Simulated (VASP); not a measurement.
# MgO (P6_3mc) in VASP: notebook

Runs on MgO. Level: PBE. Tasks: single point.

All numbers are computed with VASP 6.6.1; they aren't measurements. Logs are shortened: lines on timing, memory, paths and dates and some standing lists are left out, and cuts for length are marked.

### Step 1. The cell of the first run

Symmetry: P6_3mc, No. 186, hexagonal system. Conventional cell: a = 3.470 Å, b = 3.470 Å, c = 4.985 Å, α = 90.00°, β = 90.00°, γ = 120.00°. Within 2.6 Å of Mg (site symmetry 3m) lie 4 O at 1.95 to 2.07 Å. O (site symmetry 3m) has 4 Mg at 1.95 to 2.07 Å within 2.6 Å.

### Step 2. Single point, PBE

Input file INCAR:

```
ALGO     = Normal         # electronic algorithm
EDIFF    = 1E-6           # SCF threshold, eV
ENCUT    = 520            # plane-wave cutoff, eV
GGA      = PE             # functional
ISIF     = 2              # what is computed and relaxed
ISMEAR   = 0              # smearing method
LASPH    = T              # aspherical terms in the spheres
LCHARG   = F              # write CHGCAR
LREAL    = F              # projectors in reciprocal space
LWAVE    = F              # write WAVECAR
NBANDS   = 16             # bands
NELM     = 80             # most SCF steps
PREC     = Accurate       # precision mode
SIGMA    = 0.05           # smearing width, eV
```

Input file KPOINTS:

```
k-points
0
Gamma
  9 9 6
```

Input file POSCAR:

```
MgO
1.0
    3.4700000000      0.0000000000      0.0000000000
   -1.7350000000      3.0051081511      0.0000000000
    0.0000000000      0.0000000000      4.9850000000
Mg O
2 2
Direct
    0.3333333333      0.6666666667      0.0063188013
    0.6666666667      0.3333333333      0.5063188013
    0.3333333333      0.6666666667      0.3982811987
    0.6666666667      0.3333333333      0.8982811987
```

Potentials or basis: VASP PAW PBE potentials, release 64 (Mg, O).

The run is started by

```console
> cat potpaw_PBE.64/Mg/POTCAR potpaw_PBE.64/O/POTCAR > POTCAR
> mpirun -np 1 vasp_std > vasp.out
```

OUTCAR:

```text
EDIFF = 1E-6
   ENCUT = 520
   GGA = PE
   ISIF = 2
   ISMEAR = 0
   LASPH = T
   LREAL = F
   NELM = 80
   PREC = Accurate

 ion  position               nearest neighbor table
   1  0.333  0.667  0.006-   3 1.95   4 2.07   4 2.07   4 2.07   2 3.20   2 3.20   2 3.20   2 3.20
                             2 3.20   2 3.20
   2  0.667  0.333  0.506-   4 1.95   3 2.07   3 2.07   3 2.07   1 3.20   1 3.20   1 3.20   1 3.20
                             1 3.20   1 3.20
   3  0.333  0.667  0.398-   1 1.95   2 2.07   2 2.07   2 2.07
   4  0.667  0.333  0.898-   2 1.95   1 2.07   1 2.07   1 2.07

  LATTYP: Found a hexagonal cell.
 ALAT       =     3.4700000000
 C/A-ratio  =     1.4365994236

  Lattice vectors:

 A1 = (   3.4700000000,   0.0000000000,   0.0000000000)
 A2 = (  -1.7350000000,   3.0051081511,   0.0000000000)
 A3 = (   0.0000000000,   0.0000000000,   4.9850000000)

Analysis of symmetry for initial positions (statically):
=====================================================================
 Subroutine PRICEL returns:
 Original cell was already a primitive cell.

 Routine SETGRP: Setting up the symmetry group for a
 hexagonal supercell.

 Subroutine GETGRP returns: Found 12 space group operations
 (whereof  6 operations were pure point group operations)
 out of a pool of 24 trial point group operations.

The static configuration has the point symmetry C_3v.
 The point group associated with its full space group is C_6v.

Analysis of symmetry for dynamics (positions and initial velocities):
=====================================================================
 Subroutine PRICEL returns:
 Original cell was already a primitive cell.

 Routine SETGRP: Setting up the symmetry group for a
 hexagonal supercell.

 Subroutine GETGRP returns: Found 12 space group operations
 (whereof  6 operations were pure point group operations)
 out of a pool of 24 trial point group operations.

The dynamic configuration has the point symmetry C_3v.
 The point group associated with its full space group is C_6v.

 Subroutine INISYM returns: Found 12 space group operations
 (whereof  6 operations are pure point group operations),
 and found     1 'primitive' translations

----------------------------------------------------------------------------------------

                                     Primitive cell

  volume of cell :      51.9822

  direct lattice vectors                    reciprocal lattice vectors
     3.470000000  0.000000000  0.000000000     0.288184438  0.166383363  0.000000000
    -1.735000000  3.005108151  0.000000000     0.000000000  0.332766726  0.000000000
     0.000000000  0.000000000  4.985000000     0.000000000  0.000000000  0.200601805

  length of vectors
     3.470000000  3.470000000  4.985000000     0.332766726  0.332766726  0.200601805

  position of ions in fractional coordinates (direct lattice)
     0.333333333  0.666666667  0.006318801
     0.666666667  0.333333333  0.506318801
     0.333333333  0.666666667  0.398281199
     0.666666667  0.333333333  0.898281199

  ion indices of the primitive-cell ions
   primitive index   ion index
                 1           1
                 2           2
                 3           3
                 4           4

----------------------------------------------------------------------------------------

 KPOINTS: k-points

Automatic generation of k-mesh.
 Grid dimensions read from file:
 generate k-points for:    9    9    6

 Generating k-lattice:

  Cartesian coordinates                     Fractional coordinates (reciprocal lattice)
     0.032020493  0.018487040  0.000000000     0.111111111  0.000000000  0.000000000
     0.000000000  0.036974081  0.000000000     0.000000000  0.111111111  0.000000000
     0.000000000  0.000000000  0.033433634     0.000000000  0.000000000  0.166666667

  Length of vectors
     0.036974081  0.036974081  0.033433634

  Shift w.r.t. Gamma in fractional coordinates (k-lattice)
     0.000000000  0.000000000  0.000000000

 Subroutine IBZKPT returns following result:
 ===========================================

 Found     48 irreducible k-points:

 Following reciprocal coordinates:
            Coordinates               Weight
  0.000000  0.000000  0.000000      1.000000
  0.111111 -0.000000  0.000000      6.000000
  0.222222 -0.000000  0.000000      6.000000
  0.333333  0.000000  0.000000      6.000000
  0.444444 -0.000000  0.000000      6.000000
  0.111111  0.111111  0.000000      6.000000
[... 16 lines left out ...]
  0.333333  0.222222  0.166667     24.000000
  0.333333  0.333333  0.166667      4.000000
 [... further k-points ...]
   k-points           NKPTS =     48   k-points in BZ     NKDIM =     48   number of bands    NBANDS=     16
   number of dos      NEDOS =    301   number of ions     NIONS =      4
   total plane-waves  NPLWV =  31360
   dimension x,y,z NGX =    28 NGY =   28 NGZ =   40
   dimension x,y,z NGXF=    56 NGYF=   56 NGZF=   80
   ions per type =               2   2
   NGX,Y,Z   is equivalent  to a cutoff of  13.41, 13.41, 13.34 a.u.
   NGXF,Y,Z  is equivalent  to a cutoff of  26.83, 26.83, 26.68 a.u.
 SYSTEM =  unknown system
   PREC   = accura    normal or accurate (medium, high low for compatibility)
   ISTART =      0    job   : 0-new  1-cont  2-samecut
   ICHARG =      2    charge: 1-file 2-atom 10-const
   ISPIN  =      1    spin polarized calculation?
   LNONCOLLINEAR =      F non collinear calculations
   LSORBIT =      F    spin-orbit coupling
   LASPH  =      T    aspherical Exc in radial PAW
   ENCUT  =  520.0 eV  38.22 Ry    6.18 a.u.   6.45  6.45  9.27*2*pi/ulx,y,z
   NELM   =     80;   NELMIN=  2; NELMDL= -5     # of ELM steps
   EDIFF  = 0.1E-05   stopping-criterion for ELM
   LREAL  =      F    real-space projection
   EDIFFG = 0.1E-04   stopping-criterion for IOM
   NSW    =      0    number of steps for IOM
   IBRION =     -1    ionic relax: 0-MD 1-quasi-New 2-CG
   NFREE  =      0    steps in history (QN), initial steepest desc. (CG)
   ISIF   =      2    stress and relaxation
   ISYM   =      2    0-nonsym 1-usesym 2-fastsym
   POTIM  = 0.5000    time-step for ionic-motion
   TEBEG  =    0.0;   TEEND  =   0.0 temperature during run
   PSTRESS=    0.0 pullay stress
   NELECT =      16.0000    total number of electrons
   NUPDOWN=      -1.0000    fix difference up-down
   EMIN   =  10.00;   EMAX   =-10.00  energy-range for DOS
   EFERMI =   0.00;   METHOD = LEGACY
   ISMEAR =     0;   SIGMA  =   0.05  broadening in eV -4-tet -1-fermi 0-gaus
   EFERMI_NEDOS =   21; number of points for ismear=-14 and -15
   IALGO  =     38    algorithm
   IMIX   =      4    mixing-type and parameters
     AMIX     =   0.40;   BMIX     =  1.00
     AMIX_MAG =   1.60;   BMIX_MAG =  1.00
  volume/ion in A,a.u.               =      13.00        87.70
  Fermi-wavevector in a.u.,A,eV,Ry     =   1.105342  2.088793 16.623332  1.221780
  Thomas-Fermi vector in A             =   2.241827
   LORBIT       =      0    0 simple, 1 ext, 2 COOP (PROOUT), +10 PAW based schemes
   GGA     = PE    functional components
   LHFCALC =     F    Hartree Fock is set to
   AEXX    =    0.0000 exact exchange contribution
   IVDW    =     0    specifies the selected vdW correction
   LEPSILON=     F    determine dielectric tensor
   LRPA    =     F    only Hartree local field effects (RPA)
 non-spin polarized calculation
 Gauss-broadening in eV      SIGMA  =   0.05
  energy-cutoff  :      520.00
  volume of cell :       51.98
 maximum number of plane-waves:      1416
 NGX is ok and might be reduce to    28
   NGX = 13   NGY = 13   NGZ = 19

 number of electron      15.9999999 magnetization

 Free energy of the ion-electron system (eV)
  ---------------------------------------------------
  ext. energy  EPLUGINS =         0.00000000
  ---------------------------------------------------
  free energy    TOTEN  =       -23.35916284 eV

  energy without entropy =      -23.35916284  energy(sigma->0) =      -23.35916284

 E-fermi :   0.8776     XC(G=0):  -9.3319

 val. band max:        0.6474953312   @ k =   0.0000   0.0000   0.0000
 cond. band min:       3.6069009307   @ k =   0.0000   0.0000   0.0000
 fundamental gap:      2.9594055995
 Fermi energy:         0.8775807056

 k-point     1 :       0.0000    0.0000    0.0000
  band No.  band energies     occupation
      1     -15.3275      2.00000
      2     -14.6015      2.00000
      3      -2.2788      2.00000
      4      -0.1297      2.00000
      5      -0.1297      2.00000
      6       0.2610      2.00000
[... 8 lines left out ...]
     15      15.8247      0.00000
     16      16.0844      0.00000

 k-point     2 :       0.1111   -0.0000    0.0000
  band No.  band energies     occupation
      1     -15.2798      2.00000
      2     -14.5912      2.00000
      3      -2.1762      2.00000
      4      -0.3882      2.00000
      5      -0.2074      2.00000
      6      -0.0882      2.00000
[... 8 lines left out ...]
     15      15.8048      0.00000
     16      16.0806      0.00000

 k-point     3 :       0.2222   -0.0000    0.0000
  band No.  band energies     occupation
      1     -15.1509      2.00000
      2     -14.5706      2.00000
      3      -1.8877      2.00000
      4      -1.0856      2.00000
      5      -0.5853      2.00000
      6      -0.3733      2.00000
[... 8 lines left out ...]
     15      14.7405      0.00000
     16      15.1017      0.00000

 k-point     4 :       0.3333    0.0000    0.0000
  band No.  band energies     occupation
      1     -14.9827      2.00000
      2     -14.5646      2.00000
      3      -1.7611      2.00000
      4      -1.4602      2.00000
      5      -1.0017      2.00000
      6      -0.5340      2.00000
[... 8 lines left out ...]
     15      14.2934      0.00000
     16      14.9345      0.00000
[... 324 lines left out ...]
 k-point    22 :       0.2222    0.2222    0.1667
  band No.  band energies     occupation
      1     -14.8748      2.00000
      2     -14.5920      2.00000
      3      -1.7783      2.00000
      4      -1.6733      2.00000
      5      -0.7653      2.00000
      6      -0.7010      2.00000
[... 8 lines left out ...]
     15      13.6024      0.00000
     16      15.8330      0.00000

 k-point    23 :       0.3333    0.2222    0.1667
  band No.  band energies     occupation
      1     -14.7579      2.00000
      2     -14.6181      2.00000
      3      -1.9612      2.00000
      4      -1.5054      2.00000
      5      -1.1421      2.00000
      6      -0.4685      2.00000
[... 8 lines left out ...]
     15      13.5413      0.00000
     16      15.6845      0.00000

 k-point    24 :       0.3333    0.3333    0.1667
  band No.  band energies     occupation
      1     -14.6724      2.00000
      2     -14.6724      2.00000
      3      -1.8132      2.00000
      4      -1.4333      2.00000
      5      -1.4333      2.00000
      6      -0.5242      2.00000
[... 8 lines left out ...]
     15      13.6019      0.00000
     16      16.3346      0.00000

 [... further k-points ...]
[... 5 lines left out ...]
  --------------------------------------------------------------------------------------
  -------------------------------------------------------------------------------------
  Total       -3.5028896     -3.5028896      0.4629412      0.0000000      0.0000000      0.0000000
  in kB     -107.9648250   -107.9648250     14.2686088      0.0000000      0.0000000      0.0000000
  external PRESSURE =     -67.2203471 kB  Pullay stress =       0.0000000 kB

 VOLUME and BASIS-vectors are now :
 -----------------------------------------------------------------------------
  energy-cutoff  :      520.00
  volume of cell :       51.98
      direct lattice vectors                 reciprocal lattice vectors
     3.470000000  0.000000000  0.000000000     0.288184438  0.166383363  0.000000000
    -1.735000000  3.005108151  0.000000000     0.000000000  0.332766726  0.000000000
     0.000000000  0.000000000  4.985000000     0.000000000  0.000000000  0.200601805

 POSITION                                       TOTAL-FORCE (eV/Angst)
 -----------------------------------------------------------------------------------
     -0.00000      2.00341      0.03150        -0.000000     -0.000000     -0.595647
      1.73500      1.00170      2.52400        -0.000000      0.000000     -0.595647
     -0.00000      2.00341      1.98543         0.000000      0.000000      0.595647
      1.73500      1.00170      4.47793        -0.000000      0.000000      0.595647
 -----------------------------------------------------------------------------------
    total drift:                               -0.000000     -0.000000      0.000798

  FREE ENERGIE OF THE ION-ELECTRON SYSTEM (eV)
  ---------------------------------------------------
  free  energy   TOTEN  =       -23.3591628434 eV

  energy  without entropy=      -23.3591628434  energy(sigma->0) =      -23.35916284
```

Wall time 38 s (1 thread of Intel Xeon 8259CL, shared host); peak memory 0.2 GiB.

What came out:

- Free energy: -23.3592 eV
- Pressure: -6.7 GPa
- Largest force: 0.596 eV/Å
- Band gap on the k mesh: 2.96 eV

Forces in eV/Å, atoms in the order of the input:
```
Mg   0.000  0.000 -0.596
Mg   0.000  0.000 -0.596
O    0.000  0.000  0.596
O    0.000  0.000  0.596
```

Stress tensor (GPa, compression positive):
```
-10.80   0.00   0.00
  0.00 -10.80   0.00
  0.00   0.00   1.43
```

Caveat: the stress differs along the axes, from -11 to 1 GPa. A k mesh can miss the band edges.

### Step 3. Single point, PBE

This run uses another cell than the first one, of 13.10 Å³/atom.

Input file INCAR:

```
PREC = Accurate
ENCUT = 520
EDIFF = 1E-6
ISMEAR = 0
SIGMA = 0.05
LREAL = F
LASPH = T
NELM = 60
ALGO = Normal
ISIF = 2
LWAVE = F
LCHARG = T
GGA = PE
LELF = T
LVHAR = T
NBANDS = 16
```

Input file KPOINTS:

```
Automatic mesh
0
Gamma
  9 9 6
```

Input file POSCAR:

```
MgO
1.0
    3.3926000000      0.0000000000      0.0000000000
   -1.6963000000      2.9380777849      0.0000000000
    0.0000000000      0.0000000000      5.2581000000
Mg O
2 2
Direct
    0.3333333333      0.6666666667      0.0063188013
    0.6666666667      0.3333333333      0.5063188013
    0.3333333333      0.6666666667      0.3982811987
    0.6666666667      0.3333333333      0.8982811987
```

Potentials or basis: VASP PAW PBE potentials, release 64 (Mg, O).

The run is started by

```console
> cat potpaw_PBE.64/Mg/POTCAR potpaw_PBE.64/O/POTCAR > POTCAR
> mpirun -np 1 vasp_std > vasp.out
```

Run time: 39 s. Hardware: 1 thread of Intel Xeon 8259CL, shared host; peak memory 0.2 GiB.

It converged, with:

```yaml
Free_energy: -23.4407 eV
Pressure: -7.6 GPa
Largest_force: 0.064 eV/Å
Band_gap_on_the_k_mesh: 3.02 eV
```

Forces in eV/Å, atoms in the order of the input:
```
Mg   0.000  0.000  0.064
Mg   0.000  0.000  0.064
O    0.000  0.000 -0.064
O    0.000  0.000 -0.064
```

Stress tensor (GPa, compression positive):
```
-7.76  0.00  0.00
 0.00 -7.76  0.00
 0.00  0.00 -7.38
```

Levels at points of the mesh, in eV from the valence-band top:
| k point | band 5 | band 6 | band 7 | band 8 | band 9 | band 10 | band 11 | band 12 |
| --- | --- | --- | --- | --- | --- | --- | --- | --- |
| (0.00, 0.00, 0.00) | -0.56 | -0.28 | -0.28 | 0.00 | 3.02 | 7.83 | 9.45 | 13.65 |
| (0.00, 0.00, 0.50) | -0.42 | -0.42 | -0.42 | -0.42 | 5.39 | 5.39 | 12.24 | 12.24 |

Caveat: the cell stands under tension. A k mesh can miss the band edges.
